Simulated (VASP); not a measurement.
# ZnNi (P4/mmm) in VASP: vibrations by perturbation theory with LDA

Aim: the vibrations by perturbation theory of ZnNi with LDA.

Everything below comes from runs of VASP 6.6.1. Logs are shortened: lines on timing, memory, paths and dates and some standing lists are left out, and cuts for length are marked.

## 1. The cell of the first run

Symmetry: P4/mmm, No. 123, tetragonal system. Conventional cell: a = 2.546 Å, b = 2.546 Å, c = 3.080 Å, α = 90.00°, β = 90.00°, γ = 90.00°. Within 3.1 Å of Zn (site symmetry 4/mmm) lie 8 Ni at 2.37 Å and 6 Zn at 2.55 to 3.08 Å. Within 3.1 Å of Ni (site symmetry 4/mmm) lie 8 Zn at 2.37 Å and 6 Ni at 2.55 to 3.08 Å.

## 2. Vibrations by perturbation theory, LDA

The input, INCAR:

```
SYSTEM = ZnNi
  ALGO = Fast
  EDIFF = 1E-8
  ENCUT = 520
  IBRION = 8
  ISIF = 2
  ISMEAR = -1
  LASPH = .True.
  LCHARG = .False.
  LREAL = .False.
  LWAVE = .False.
  NBANDS = 18
  NELM = 80
  NSW = 1
  PREC = Accurate
  SIGMA = 0.15
```

The input, KPOINTS:

```
k-points
0
Gamma
  16 16 14
  0 0 0
```

The input, POSCAR:

```
ZnNi
1.0
    2.5463919368      0.0000000000      0.0000000000
    0.0000000000      2.5463919368      0.0000000000
    0.0000000000      0.0000000000      3.0801402032
Zn Ni
1 1
Direct
    0.5000000000      0.5000000000      0.5000000000
    0.0000000000      0.0000000000      0.0000000000
```

Potentials or basis: VASP PAW LDA potentials, release 64 (Zn, Ni).

Command:

```
> cat potpaw_LDA.64/Zn/POTCAR potpaw_LDA.64/Ni/POTCAR > POTCAR
> mpirun -np 1 vasp_std > vasp.out
```

OUTCAR:

```text
SYSTEM = ZnNi
   EDIFF = 1E-8
   ENCUT = 520
   IBRION = 8
   ISIF = 2
   ISMEAR = -1
   LASPH = .True.
   LREAL = .False.
   NELM = 80
   NSW = 1
   PREC = Accurate

 ion  position               nearest neighbor table
   1  0.500  0.500  0.500-   2 2.37   2 2.37   2 2.37   2 2.37   2 2.37   2 2.37   2 2.37   2 2.37

   2  0.000  0.000  0.000-   1 2.37   1 2.37   1 2.37   1 2.37   1 2.37   1 2.37   1 2.37   1 2.37

  LATTYP: Found a simple tetragonal cell.
 ALAT       =     2.5463919368
 C/A-ratio  =     1.2096096279

  Lattice vectors:

 A1 = (   2.5463919368,   0.0000000000,   0.0000000000)
 A2 = (   0.0000000000,   2.5463919368,   0.0000000000)
 A3 = (   0.0000000000,   0.0000000000,   3.0801402032)

Analysis of symmetry for initial positions (statically):
=====================================================================
 Subroutine PRICEL returns:
 Original cell was already a primitive cell.

 Routine SETGRP: Setting up the symmetry group for a
 simple tetragonal supercell.

 Subroutine GETGRP returns: Found 16 space group operations
 (whereof 16 operations were pure point group operations)
 out of a pool of 16 trial point group operations.

The static configuration has the point symmetry D_4h.

Analysis of symmetry for dynamics (positions and initial velocities):
=====================================================================
 Subroutine PRICEL returns:
 Original cell was already a primitive cell.

 Routine SETGRP: Setting up the symmetry group for a
 simple tetragonal supercell.

 Subroutine GETGRP returns: Found 16 space group operations
 (whereof 16 operations were pure point group operations)
 out of a pool of 16 trial point group operations.

The dynamic configuration has the point symmetry D_4h.

 Subroutine INISYM returns: Found 16 space group operations
 (whereof 16 operations are pure point group operations),
 and found     1 'primitive' translations

----------------------------------------------------------------------------------------

                                     Primitive cell

  volume of cell :      19.9720

  direct lattice vectors                    reciprocal lattice vectors
     2.546391937  0.000000000  0.000000000     0.392712522  0.000000000  0.000000000
     0.000000000  2.546391937  0.000000000     0.000000000  0.392712522  0.000000000
     0.000000000  0.000000000  3.080140203     0.000000000  0.000000000  0.324660546

  length of vectors
     2.546391937  2.546391937  3.080140203     0.392712522  0.392712522  0.324660546

  position of ions in fractional coordinates (direct lattice)
     0.500000000  0.500000000  0.500000000
     0.000000000  0.000000000  0.000000000

  ion indices of the primitive-cell ions
   primitive index   ion index
                 1           1
                 2           2

----------------------------------------------------------------------------------------

 KPOINTS: k-points

Automatic generation of k-mesh.
 Grid dimensions read from file:
 generate k-points for:   16   16   14

 Generating k-lattice:

  Cartesian coordinates                     Fractional coordinates (reciprocal lattice)
     0.024544533  0.000000000  0.000000000     0.062500000  0.000000000  0.000000000
     0.000000000  0.024544533  0.000000000     0.000000000  0.062500000  0.000000000
     0.000000000  0.000000000  0.023190039     0.000000000  0.000000000  0.071428571

  Length of vectors
     0.024544533  0.024544533  0.023190039

  Shift w.r.t. Gamma in fractional coordinates (k-lattice)
[... 75 lines left out ...]
  Thomas-Fermi vector in A             =   2.772628
   LORBIT       =      0    0 simple, 1 ext, 2 COOP (PROOUT), +10 PAW based schemes
   GGA     = CA    functional components
   LHFCALC =     F    Hartree Fock is set to
   AEXX    =    0.0000 exact exchange contribution
   IVDW    =     0    specifies the selected vdW correction
   LEPSILON=     F    determine dielectric tensor
   LRPA    =     F    only Hartree local field effects (RPA)
 non-spin polarized calculation
 RMM-DIIS sequential band-by-band and
  energy-cutoff  :      520.00
  volume of cell :       19.97
 maximum number of plane-waves:       554
 NGX is ok and might be reduce to    20
   NGX =  9   NGY =  9   NGZ = 11

--------------------------------------- Ionic step        1  -------------------------------------------

 number of electron      21.9999999 magnetization

 Free energy of the ion-electron system (eV)
  ---------------------------------------------------
  ext. energy  EPLUGINS =         0.00000000
  ---------------------------------------------------
  free energy    TOTEN  =        -8.91355678 eV

  energy without entropy =       -8.86953502  energy(sigma->0) =       -8.89154590

 E-fermi :   8.0157     XC(G=0): -14.2052

 val. band max:        7.9983012318   @ k =   0.3125   0.1250   0.4286
 cond. band min:       8.0167807202   @ k =   0.2500   0.0000   0.3571
 fundamental gap:      0.0184794884
 Fermi energy:         8.0156794754

 k-point     1 :       0.0000    0.0000    0.0000
  band No.  band energies     occupation
      1      -3.5824      2.00000
      2      -0.5611      2.00000
      3      -0.4881      2.00000
      4       0.6719      2.00000
      5       0.6719      2.00000
      6       0.9601      2.00000
[... 481 lines left out ...]
      5       0.6919      2.00000
      6       2.4357      2.00000
[... 10 lines left out ...]
     17      23.0094      0.00000
     18      23.3666      0.00000

 [... further k-points ...]

------------------------ aborting loop because EDIFF is reached ----------------------------------------

  FORCE on cell =-STRESS in cart. coord.  units (eV):
  Direction    XX          YY          ZZ          XY          YZ          ZX
  --------------------------------------------------------------------------------------
  -------------------------------------------------------------------------------------
  Total        3.3085883      3.3085883      3.2993802      0.0000000     -0.0000000      0.0000000
  in kB      265.4191920    265.4191920    264.6805115      0.0000000     -0.0000000      0.0000000
  external PRESSURE =     265.1729652 kB  Pullay stress =       0.0000000 kB

 VOLUME and BASIS-vectors are now :
 -----------------------------------------------------------------------------
  energy-cutoff  :      520.00
  volume of cell :       19.97
      direct lattice vectors                 reciprocal lattice vectors
     2.546391937  0.000000000  0.000000000     0.392712522  0.000000000  0.000000000
     0.000000000  2.546391937  0.000000000     0.000000000  0.392712522  0.000000000
     0.000000000  0.000000000  3.080140203     0.000000000  0.000000000  0.324660546

 POSITION                                       TOTAL-FORCE (eV/Angst)
 -----------------------------------------------------------------------------------
      1.27320      1.27320      1.54007         0.000000      0.000000      0.000000
      0.00000      0.00000      0.00000         0.000000      0.000000      0.000000
 -----------------------------------------------------------------------------------
    total drift:                               -0.000000      0.000000      0.000000

  FREE ENERGIE OF THE ION-ELECTRON SYSTEM (eV)
  ---------------------------------------------------
  free  energy   TOTEN  =        -8.9135567760 eV

  energy  without entropy=       -8.8695350188  energy(sigma->0) =       -8.89154590

[... ionic steps 2 to 3 ...]

--------------------------------------- Ionic step        4  -------------------------------------------

------------------------ aborting loop because EDIFF is reached ----------------------------------------
[... 11 lines left out ...]
[... ionic steps 8 to 8 ...]

--------------------------------------- Ionic step        9  -------------------------------------------

 Free energy of the ion-electron system (eV)
  ---------------------------------------------------
  ---------------------------------------------------
  free energy    TOTEN  =        -0.19004674 eV

  energy without entropy =       -0.19004674

------------------------ aborting loop because EDIFF is reached ----------------------------------------

 INTERNAL STRAIN TENSOR  FOR ION    2  DIRECTION 3   (eV/Angst):
 -----------------------------------------------------------------------------
     0.01936  0.00000  0.00000
     0.00000  0.01936  0.00000
     0.00000  0.00000  0.01375

 INTERNAL STRAIN TENSOR FOR ION    2 for displacements in x,y,z  (eV/Angst):
          X           Y           Z          XY          YZ          ZX
  --------------------------------------------------------------------------------
  x     0.00000     0.00000     0.00000     0.00000     0.00000     0.00000
  y     0.00000     0.00000     0.00000     0.00000     0.00000     0.00000
  z     0.00000     0.00000     0.00000     0.00000     0.00000     0.00000

 SECOND DERIVATIVES (NOT SYMMETRIZED)
 ------------------------------------
               1X          1Y          1Z          2X          2Y          2Z
  1X    -9.032751    0.000000    0.000000    9.032751    0.000000    0.000000
  1Y     0.000000   -9.032751    0.000000    0.000000    9.032751    0.000000
  1Z     0.000000    0.000000  -13.491574    0.000000    0.000000   13.491574
  2X     9.045369    0.000000    0.000000   -9.045369    0.000000    0.000000
  2Y     0.000000    9.045369    0.000000    0.000000   -9.045369    0.000000
  2Z     0.000000   -0.000000   13.517980   -0.000000    0.000000  -13.517980

 Eigenvectors and eigenvalues of the dynamical matrix
 ----------------------------------------------------

   1 f  =   10.330447 THz    64.908114 2PiTHz  344.586628 cm-1    42.723278 meV
             X         Y         Z           dx          dy          dz
      1.273196  1.273196  1.540070    -0.000000    0.000000   -0.687396
      0.000000  0.000000  0.000000     0.000000   -0.000000    0.726282
[... 21 lines left out ...]
   6 f/i=    0.005042 THz     0.031681 2PiTHz    0.168190 cm-1     0.020853 meV
             X         Y         Z           dx          dy          dz
      1.273196  1.273196  1.540070    -0.000000   -0.000000    0.726282
      0.000000  0.000000  0.000000     0.000000   -0.000000    0.687396

--------------------------------------------------------------------------------------------------------

 ELASTIC MODULI CONTR FROM IONIC RELAXATION (kBar)
 Direction    XX          YY          ZZ          XY          YZ          ZX
 --------------------------------------------------------------------------------
 XX           0.0000      0.0000      0.0000      0.0000      0.0000      0.0000
 YY           0.0000      0.0000      0.0000      0.0000      0.0000      0.0000
 ZZ           0.0000      0.0000      0.0000      0.0000      0.0000      0.0000
 XY           0.0000      0.0000      0.0000      0.0000      0.0000      0.0000
 YZ           0.0000      0.0000      0.0000      0.0000      0.0000      0.0000
 ZX           0.0000      0.0000      0.0000      0.0000      0.0000      0.0000
 --------------------------------------------------------------------------------
```

Wall time 12 min (1 thread of AMD EPYC 9R45 (Zen 5), shared host); peak memory 0.76 GiB.

Results:

| Quantity | Value |
| --- | --- |
| Highest phonon frequency at Γ | 345 cm⁻¹ |

Phonon frequencies in cm⁻¹ (negative: imaginary):
| q point | frequencies |
| --- | --- |
| (0.000, 0.000, 0.000) | 0 0 0 282 282 345 |

Caveat: the cell stands under pressure or tension, which shifts response properties. Spin polarisation is off, so any magnetic state and its effect on volume and gap are missing.
